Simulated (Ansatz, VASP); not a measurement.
**Two plane-wave programs on Sr2NbBiO6**

Contents of INCAR:

```
SYSTEM = Sr2NbBiO6
PREC = Accurate ; ENCUT = 520
EDIFF = 1E-8 ; ISMEAR = -1
SIGMA = 0.02 ; LREAL = Auto
LASPH = .TRUE. ; NELM = 100
ALGO = Normal ; ISIF = 2
LWAVE = .FALSE. ; LCHARG = .FALSE.
GGA = PE ; LEFG = .TRUE.
NBANDS = 194 ; KPAR = 4
```

File KPOINTS:

```
Automatic mesh
0
G
  3 3 3
  0 0 0
```

The input POSCAR:

```
Sr2NbBiO6
1.0
    8.5173262700      0.0000000000      0.0000000000
    0.0000000000      8.5173262700      0.0000000000
    0.0000000000      0.0000000000      8.5173262700
Sr Nb Bi O
8 4 4 24
Direct
    0.5000000000      0.5000000000      0.5000000000
    0.0000000000      0.0000000000      0.0000000000
    0.0000000000      0.0000000000      0.5000000000
    0.0000000000      0.5000000000      0.0000000000
    0.5000000000      0.0000000000      0.0000000000
    0.5000000000      0.5000000000      0.0000000000
    0.5000000000      0.0000000000      0.5000000000
    0.0000000000      0.5000000000      0.5000000000
    0.2500000000      0.2500000000      0.2500000000
    0.2500000000      0.7500000000      0.7500000000
    0.7500000000      0.2500000000      0.7500000000
    0.7500000000      0.7500000000      0.2500000000
    0.7500000000      0.7500000000      0.7500000000
    0.7500000000      0.2500000000      0.2500000000
    0.2500000000      0.7500000000      0.2500000000
    0.2500000000      0.2500000000      0.7500000000
    0.2130121500      0.2968979100      0.4805308400
    0.2130121500      0.7031020900      0.5194691600
    0.7869878500      0.2968979100      0.5194691600
    0.7869878500      0.7031020900      0.4805308400
    0.2968979100      0.4805308400      0.2130121500
    0.7031020900      0.5194691600      0.2130121500
    0.2968979100      0.5194691600      0.7869878500
    0.7031020900      0.4805308400      0.7869878500
    0.4805308400      0.2130121500      0.2968979100
    0.5194691600      0.2130121500      0.7031020900
    0.5194691600      0.7869878500      0.2968979100
    0.4805308400      0.7869878500      0.7031020900
    0.2869878500      0.2031020900      0.0194691600
    0.2869878500      0.7968979100      0.9805308400
    0.7130121500      0.2031020900      0.9805308400
    0.7130121500      0.7968979100      0.0194691600
    0.2031020900      0.0194691600      0.2869878500
    0.7968979100      0.9805308400      0.2869878500
    0.2031020900      0.9805308400      0.7130121500
    0.7968979100      0.0194691600      0.7130121500
    0.0194691600      0.2869878500      0.2031020900
    0.9805308400      0.2869878500      0.7968979100
    0.9805308400      0.7130121500      0.2031020900
    0.0194691600      0.7130121500      0.7968979100
```

Input for Ansatz:

```yaml
crystal:
  lattice:
    - [8.51732627, 0.0, 0.0]
    - [0.0, 8.51732627, 0.0]
    - [0.0, 0.0, 8.51732627]
  atoms:
    - { symbol: Sr, position: [0.5, 0.5, 0.5] }
    - { symbol: Sr, position: [0.0, 0.0, 0.0] }
    - { symbol: Sr, position: [0.0, 0.0, 0.5] }
    - { symbol: Sr, position: [0.0, 0.5, 0.0] }
    - { symbol: Sr, position: [0.5, 0.0, 0.0] }
    - { symbol: Sr, position: [0.5, 0.5, 0.0] }
    - { symbol: Sr, position: [0.5, 0.0, 0.5] }
    - { symbol: Sr, position: [0.0, 0.5, 0.5] }
    - { symbol: Nb, position: [0.25, 0.25, 0.25] }
    - { symbol: Nb, position: [0.25, 0.75, 0.75] }
    - { symbol: Nb, position: [0.75, 0.25, 0.75] }
    - { symbol: Nb, position: [0.75, 0.75, 0.25] }
    - { symbol: Bi, position: [0.75, 0.75, 0.75] }
    - { symbol: Bi, position: [0.75, 0.25, 0.25] }
    - { symbol: Bi, position: [0.25, 0.75, 0.25] }
    - { symbol: Bi, position: [0.25, 0.25, 0.75] }
    - { symbol: O, position: [0.21301215, 0.29689791, 0.48053084] }
    - { symbol: O, position: [0.21301215, 0.70310209, 0.51946916] }
    - { symbol: O, position: [0.78698785, 0.29689791, 0.51946916] }
    - { symbol: O, position: [0.78698785, 0.70310209, 0.48053084] }
    - { symbol: O, position: [0.29689791, 0.48053084, 0.21301215] }
    - { symbol: O, position: [0.70310209, 0.51946916, 0.21301215] }
    - { symbol: O, position: [0.29689791, 0.51946916, 0.78698785] }
    - { symbol: O, position: [0.70310209, 0.48053084, 0.78698785] }
    - { symbol: O, position: [0.48053084, 0.21301215, 0.29689791] }
    - { symbol: O, position: [0.51946916, 0.21301215, 0.70310209] }
    - { symbol: O, position: [0.51946916, 0.78698785, 0.29689791] }
    - { symbol: O, position: [0.48053084, 0.78698785, 0.70310209] }
    - { symbol: O, position: [0.28698785, 0.20310209, 0.01946916] }
    - { symbol: O, position: [0.28698785, 0.79689791, 0.98053084] }
    - { symbol: O, position: [0.71301215, 0.20310209, 0.98053084] }
    - { symbol: O, position: [0.71301215, 0.79689791, 0.01946916] }
    - { symbol: O, position: [0.20310209, 0.01946916, 0.28698785] }
    - { symbol: O, position: [0.79689791, 0.98053084, 0.28698785] }
    - { symbol: O, position: [0.20310209, 0.98053084, 0.71301215] }
    - { symbol: O, position: [0.79689791, 0.01946916, 0.71301215] }
    - { symbol: O, position: [0.01946916, 0.28698785, 0.20310209] }
    - { symbol: O, position: [0.98053084, 0.28698785, 0.79689791] }
    - { symbol: O, position: [0.98053084, 0.71301215, 0.20310209] }
    - { symbol: O, position: [0.01946916, 0.71301215, 0.79689791] }
kpoints:
  mp_grid: { grid: [3, 3, 3] }
scf:
  occupations: { method: fermi_dirac, width: 0.02 }
hamiltonian:
  xc: pbe
  pseudopotentials: { kind: paw }
output:
  forces: true
  stress: true
  populations: true
  efg:
    quadrupole_moments_barn: { Sr: 0.305, Nb: -0.32, Bi: -0.516, O: -0.02558 }
    contact_densities: true
```

Alike in both runs: task electric field gradients; functional PBE; k mesh 3 × 3 × 3; occupations fermi-dirac, width 0.02 eV; no spin polarisation.

|  | VASP | Ansatz |
| --- | --- | --- |
| version | VASP 6.6.1 | Ansatz 0.2.0 |
| potentials or method | VASP PAW PBE potentials, release 64 (Sr_sv, Nb_sv, Bi_d, O) | plane-wave PAW, scalar-relativistic |
| plane-wave cutoff (eV) | 520 | 420 |
| valence electrons in the cell | 336 | 336 |

|  | VASP | Ansatz | Ansatz less VASP |
| --- | --- | --- | --- |
| gap on the k mesh at the Fermi level (eV) | 2.47 | 2.48 | +0.002 |
| pressure (GPa) | -2.1 | -2.2 | -0.09 |
| rms of the force components (eV/Å) | 0.204 | 0.192 | -0.0115 |
| size of Vzz on the site where it differs most (V/Å²) | 9.3 | 13.1 | +3.83 |

Atom by atom the forces differ by 0.016 eV/Å (rms over components). The functional is the same, so the differences come from potentials, cutoffs and numerics.

Neither program's run includes spin-orbit coupling.
